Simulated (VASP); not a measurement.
# Ca11CuO12 (a cell with a defect) in VASP: single point with PBEsol

Aim: the single point of Ca11CuO12 (a cell with a defect) with PBEsol.

Program: VASP 6.6.1. These are calculated values, not measurements. Logs are shortened: lines on timing, memory, paths and dates and some standing lists are left out, and cuts for length are marked.

## (1) The cell of the first run

The cell holds a defect, 24 atoms: a = 6.742 Å, b = 6.742 Å, c = 10.114 Å, α = 60.00°, β = 60.00°, γ = 60.00°.

## (2) Single point, PBEsol

INCAR

```
PREC = Accurate ; ENCUT = 520
EDIFF = 1E-6 ; ISMEAR = -1
SIGMA = 0.05 ; LREAL = Auto
LASPH = True ; NELM = 60
ALGO = Normal ; ISIF = 2
LWAVE = False ; LCHARG = False
GGA = PS ; NBANDS = 114
NELECT = 194.0 ; ISYM = 0
```

KPOINTS

```
Automatic mesh
0
Gamma
  1 1 1
  0.25 0.25 0.25
```

POSCAR

```
Ca11CuO12
1.0
    0.0000000000      4.7676000000      4.7676000000
    4.7676000000      0.0000000000      4.7676000000
    7.1514000000      7.1514000000      0.0000000000
O Ca Cu
12 11 1
Direct
    0.7513740000      0.2513620000      0.1640810000
    0.2312710000      0.7719630000      0.5124830000
    0.7435170000      0.2629100000      0.8307280000
    0.2341500000      0.7706950000      0.1523370000
    0.7522500000      0.2489710000      0.5015680000
    0.2496090000      0.7551750000      0.8317110000
    0.2480080000      0.2506960000      0.5015170000
    0.7624100000      0.7708390000      0.1543850000
    0.7458310000      0.7538660000      0.8356910000
    0.2476920000      0.2507490000      0.1675780000
    0.2501320000      0.2588830000      0.8287130000
    0.7528030000      0.7504080000      0.4979510000
    0.9970570000      0.0124490000      0.9955220000
    0.9945560000      0.0086540000      0.6680220000
    0.0106440000      0.9903820000      0.3327280000
    0.4948960000      0.5070320000      0.0052780000
    0.4951440000      0.5058320000      0.6616180000
    0.9900160000      0.5078900000      0.0057040000
    0.5002920000      0.9911730000      0.3328920000
    0.0072300000      0.5075170000      0.6603110000
    0.4973660000      0.9966530000      0.0051960000
    0.9998120000      0.5065750000      0.3281580000
    0.4997680000      0.0027420000      0.6657890000
    0.5419080000      0.3757830000      0.3580050000
```

Potentials or basis: VASP PAW PBE potentials, release 64 (O, Ca_sv, Cu).

Run with:

```bash
$ cat potpaw_PBE.64/O/POTCAR potpaw_PBE.64/Ca_sv/POTCAR potpaw_PBE.64/Cu/POTCAR > POTCAR
$ mpirun -np 1 vasp_std > vasp.out
```

OUTCAR:

```text
PREC = Accurate
   ENCUT = 520
   EDIFF = 1E-6
   ISMEAR = -1
   LREAL = Auto
   LASPH = True
   NELM = 60
   ISIF = 2
   GGA = PS
   NELECT = 194.0
   ISYM = 0

 ion  position               nearest neighbor table
   1  0.751  0.251  0.164-  24 2.06  13 2.34  16 2.36  18 2.36  19 2.44  15 2.44
   2  0.231  0.772  0.512-  14 2.24  17 2.33  20 2.34  19 2.34  15 2.35
   3  0.744  0.263  0.831-  14 2.38  13 2.39  17 2.39  16 2.41  20 2.42  21 2.44
   4  0.234  0.771  0.152-  13 2.25  16 2.32  21 2.34  15 2.35  22 2.38
   5  0.752  0.249  0.502-  24 2.11  14 2.35  17 2.37  23 2.38  22 2.41  15 2.44
   6  0.250  0.755  0.832-  23 2.37  14 2.39  13 2.40  17 2.41  16 2.41  18 2.42
   7  0.248  0.251  0.502-  24 2.08  20 2.36  14 2.36  23 2.38  22 2.42  19 2.44
   8  0.762  0.771  0.154-  13 2.27  18 2.32  19 2.34  21 2.34  22 2.38
   9  0.746  0.754  0.836-  21 2.37  16 2.37  18 2.38  23 2.39  14 2.40  20 2.43
  10  0.248  0.251  0.168-  22 2.37  15 2.37  21 2.37  18 2.39  19 2.39  16 2.40
  11  0.250  0.259  0.829-  17 2.35  20 2.36  13 2.38  23 2.39  21 2.44  18 2.45
  12  0.753  0.750  0.498-  15 2.37  20 2.37  22 2.38  19 2.39  17 2.40  23 2.40
  13  0.997  0.012  0.996-   4 2.25   8 2.27   1 2.34  11 2.38   3 2.39   6 2.40
  14  0.995  0.009  0.668-   2 2.24   5 2.35   7 2.36   3 2.38   6 2.39   9 2.40
  15  0.011  0.990  0.333-   4 2.35   2 2.35  10 2.37  12 2.37   5 2.44   1 2.44  24 2.91
  16  0.495  0.507  0.005-   4 2.32   1 2.36   9 2.37  10 2.40   6 2.41   3 2.41
  17  0.495  0.506  0.662-   2 2.33  11 2.35   5 2.37   3 2.39  12 2.40   6 2.41
  18  0.990  0.508  0.006-   8 2.32   1 2.36   9 2.38  10 2.39   6 2.42  11 2.45
  19  0.500  0.991  0.333-   8 2.34   2 2.34  12 2.39  10 2.39   1 2.44   7 2.44  24 2.89
  20  0.007  0.508  0.660-   2 2.34   7 2.36  11 2.36  12 2.37   3 2.42   9 2.43
  21  0.497  0.997  0.005-   8 2.34   4 2.34   9 2.37  10 2.37  11 2.44   3 2.44
  22  1.000  0.507  0.328-  10 2.37  12 2.38   8 2.38   4 2.38   5 2.41   7 2.42
  23  0.500  0.003  0.666-   6 2.37   7 2.38   5 2.38  11 2.39   9 2.39  12 2.40  24 2.85
  24  0.542  0.376  0.358-   1 2.06   7 2.08   5 2.11  23 2.85  19 2.89  15 2.91

IMPORTANT INFORMATION: All symmetrisations will be switched off!
NOSYMM: (Re-)initialisation of all symmetry stuff for point group C_1.

----------------------------------------------------------------------------------------

                                     Primitive cell

  volume of cell :     325.1028

  direct lattice vectors                    reciprocal lattice vectors
     0.000000000  4.767600000  4.767600000    -0.104874570  0.104874570  0.104874570
     4.767600000  0.000000000  4.767600000     0.104874570 -0.104874570  0.104874570
     7.151400000  7.151400000  0.000000000     0.069916380  0.069916380 -0.069916380

  length of vectors
     6.742404580  6.742404580 10.113606870     0.181648084  0.181648084  0.121098722

  position of ions in fractional coordinates (direct lattice)
     0.751374000  0.251362000  0.164081000
     0.231271000  0.771963000  0.512483000
     0.743517000  0.262910000  0.830728000
     0.234150000  0.770695000  0.152337000
     0.752250000  0.248971000  0.501568000
     0.249609000  0.755175000  0.831711000
[... 16 lines left out ...]
     0.499768000  0.002742000  0.665789000
     0.541908000  0.375783000  0.358005000

  ion indices of the primitive-cell ions
   primitive index   ion index
                 1           1
                 2           2
                 3           3
                 4           4
                 5           5
                 6           6
[... 16 lines left out ...]
                23          23
                24          24

----------------------------------------------------------------------------------------

 KPOINTS: Automatic mesh

Automatic generation of k-mesh.
 Grid dimensions read from file:
 generate k-points for:    1    1    1

 Generating k-lattice:

  Cartesian coordinates                     Fractional coordinates (reciprocal lattice)
    -0.104874570  0.104874570  0.104874570     1.000000000  0.000000000  0.000000000
     0.104874570 -0.104874570  0.104874570     0.000000000  1.000000000  0.000000000
     0.069916380  0.069916380 -0.069916380     0.000000000  0.000000000  1.000000000

  Length of vectors
     0.181648084  0.181648084  0.121098722

  Shift w.r.t. Gamma in fractional coordinates (k-lattice)
     0.250000000  0.250000000  0.250000000

 Subroutine IBZKPT returns following result:
 ===========================================

 Found      1 irreducible k-points:

 Following reciprocal coordinates:
            Coordinates               Weight
  0.250000  0.250000  0.250000      2.000000
   k-points           NKPTS =      1   k-points in BZ     NKDIM =      1   number of bands    NBANDS=    114
   number of dos      NEDOS =    301   number of ions     NIONS =     24
   total plane-waves  NPLWV = 200000
   dimension x,y,z NGX =    50 NGY =   50 NGZ =   80
   dimension x,y,z NGXF=   100 NGYF=  100 NGZF=  160
   ions per type =              12  11   1
   NGX,Y,Z   is equivalent  to a cutoff of  12.33, 12.33, 13.15 a.u.
   NGXF,Y,Z  is equivalent  to a cutoff of  24.66, 24.66, 26.30 a.u.
 SYSTEM =  unknown system
   PREC   = accura    normal or accurate (medium, high low for compatibility)
   ISTART =      0    job   : 0-new  1-cont  2-samecut
   ICHARG =      2    charge: 1-file 2-atom 10-const
   ISPIN  =      1    spin polarized calculation?
   LNONCOLLINEAR =      F non collinear calculations
   LSORBIT =      F    spin-orbit coupling
   LASPH  =      T    aspherical Exc in radial PAW
   ENCUT  =  520.0 eV  38.22 Ry    6.18 a.u.  12.54 12.54 18.80*2*pi/ulx,y,z
   NELM   =     60;   NELMIN=  2; NELMDL= -5     # of ELM steps
   EDIFF  = 0.1E-05   stopping-criterion for ELM
   LREAL  =      T    real-space projection
   EDIFFG = 0.1E-04   stopping-criterion for IOM
   NSW    =      0    number of steps for IOM
   IBRION =     -1    ionic relax: 0-MD 1-quasi-New 2-CG
   NFREE  =      0    steps in history (QN), initial steepest desc. (CG)
   ISIF   =      2    stress and relaxation
   ISYM   =      0    0-nonsym 1-usesym 2-fastsym
   POTIM  = 0.5000    time-step for ionic-motion
   TEBEG  =    0.0;   TEEND  =   0.0 temperature during run
   PSTRESS=    0.0 pullay stress
   NELECT =     194.0000    total number of electrons
   NUPDOWN=      -1.0000    fix difference up-down
   EMIN   =  10.00;   EMAX   =-10.00  energy-range for DOS
   EFERMI =   0.00;   METHOD = LEGACY
   ISMEAR =    -1;   SIGMA  =   0.05  broadening in eV -4-tet -1-fermi 0-gaus
   EFERMI_NEDOS =   21; number of points for ismear=-14 and -15
   IALGO  =     38    algorithm
   IMIX   =      4    mixing-type and parameters
     AMIX     =   0.40;   BMIX     =  1.00
     AMIX_MAG =   1.60;   BMIX_MAG =  1.00
  volume/ion in A,a.u.               =      13.55        91.41
  Fermi-wavevector in a.u.,A,eV,Ry     =   1.378273  2.604558 25.846115  1.899636
  Thomas-Fermi vector in A             =   2.503349
   LORBIT       =      0    0 simple, 1 ext, 2 COOP (PROOUT), +10 PAW based schemes
   GGA     = PS    functional components
   LHFCALC =     F    Hartree Fock is set to
   AEXX    =    0.0000 exact exchange contribution
   IVDW    =     0    specifies the selected vdW correction
   LEPSILON=     F    determine dielectric tensor
   LRPA    =     F    only Hartree local field effects (RPA)
 non-spin polarized calculation
  energy-cutoff  :      520.00
  volume of cell :      325.10
 maximum number of plane-waves:      8768
 NGX is ok and might be reduce to    50
   NGX = 25   NGY = 25   NGZ = 37

 number of electron     194.0000001 magnetization

 Free energy of the ion-electron system (eV)
  ---------------------------------------------------
  ext. energy  EPLUGINS =         0.00000000
  ---------------------------------------------------
  free energy    TOTEN  =      -153.23056492 eV

  energy without entropy =     -153.23056492  energy(sigma->0) =     -153.23056492

 E-fermi :   4.9809     XC(G=0): -10.8690

 val. band max:        3.6744053285   @ k =   0.2500   0.2500   0.2500
 cond. band min:       6.3668201984   @ k =   0.2500   0.2500   0.2500
 fundamental gap:      2.6924148699
 Fermi energy:         4.9809187271

 k-point     1 :       0.2500    0.2500    0.2500
  band No.  band energies     occupation
      1     -35.1411      2.00000
      2     -35.1085      2.00000
      3     -35.0952      2.00000
      4     -35.0593      2.00000
      5     -35.0446      2.00000
      6     -35.0301      2.00000
[... 101 lines left out ...]
    108       8.7399      0.00000
    109       8.8725      0.00000
 [bands above 109 left out]

------------------------ aborting loop because EDIFF is reached ----------------------------------------

  FORCE on cell =-STRESS in cart. coord.  units (eV):
  Direction    XX          YY          ZZ          XY          YZ          ZX
  --------------------------------------------------------------------------------------
  -------------------------------------------------------------------------------------
  Total        6.4595555      6.4521488      5.5865944     -2.5878276     -0.4949870      0.8114842
  in kB       31.8340967     31.7975946     27.5319543    -12.7533782     -2.4394039      3.9991710
  external PRESSURE =      30.3878818 kB  Pullay stress =       0.0000000 kB

 VOLUME and BASIS-vectors are now :
 -----------------------------------------------------------------------------
  energy-cutoff  :      520.00
  volume of cell :      325.10
      direct lattice vectors                 reciprocal lattice vectors
     0.000000000  4.767600000  4.767600000    -0.104874570  0.104874570  0.104874570
     4.767600000  0.000000000  4.767600000     0.104874570 -0.104874570  0.104874570
     7.151400000  7.151400000  0.000000000     0.069916380  0.069916380 -0.069916380

 POSITION                                       TOTAL-FORCE (eV/Angst)
 -----------------------------------------------------------------------------------
      2.37180      4.75566      4.78064         0.013163     -0.000578      0.004161
      7.34538      4.76758      4.78302        -0.042867     -0.002122     -0.000578
      7.19432      9.48566      4.79824        -0.003841     -0.001732     -0.002062
      4.76379      2.20576      4.79070         0.011231      0.038984     -0.004254
      4.77391      7.17334      4.77342        -0.003960     -0.005234      0.012628
      9.54827      7.13793      4.79041        -0.007557      0.003084     -0.007656
[... 16 lines left out ...]
      4.77440      7.14402      2.39577        -0.000532      0.013963     -0.005120
      4.35182      5.14384      4.37518         0.030251     -0.029416      0.021442
 -----------------------------------------------------------------------------------
    total drift:                               -0.009210     -0.007729     -0.004960

  FREE ENERGIE OF THE ION-ELECTRON SYSTEM (eV)
  ---------------------------------------------------
  free  energy   TOTEN  =      -153.2305649196 eV

  energy  without entropy=     -153.2305649195  energy(sigma->0) =     -153.23056492
```

It took 5.2 min on 1 thread of Intel Xeon Platinum 8488C (Sapphire Rapids), shared host; peak memory 0.46 GiB.

Results:

| Quantity | Value |
| --- | --- |
| Free energy | -153.2306 eV |
| Largest force | 0.047 eV/Å |

Forces on the atoms (eV/Å):
```
O    0.013 -0.001  0.004
O   -0.043 -0.002 -0.001
O   -0.004 -0.002 -0.002
O    0.011  0.039 -0.004
O   -0.004 -0.005  0.013
O   -0.008  0.003 -0.008
O   -0.003 -0.019 -0.007
O   -0.002  0.004 -0.027
O   -0.011 -0.001  0.011
O    0.003  0.007  0.003
O    0.008  0.007 -0.009
O    0.004 -0.003  0.007
Ca   0.000 -0.025  0.011
Ca   0.029  0.006 -0.011
Ca   0.001 -0.001  0.003
Ca  -0.012  0.007 -0.005
Ca  -0.004  0.005  0.005
Ca  -0.009  0.002  0.002
Ca  -0.004 -0.004 -0.001
Ca   0.008 -0.001 -0.010
Ca   0.002 -0.003  0.011
Ca  -0.005  0.002 -0.001
Ca  -0.001  0.014 -0.005
Cu   0.030 -0.029  0.021
```

Caveat: the k points lie up to 1.14 Å⁻¹ apart; the cell carries a net charge on a neutralising background, which shifts energy and pressure; the cell is charged against a uniform background, so pressure and absolute levels hang on convention; the PAW data sets were made with another functional, which shifts forces and pressure a little.
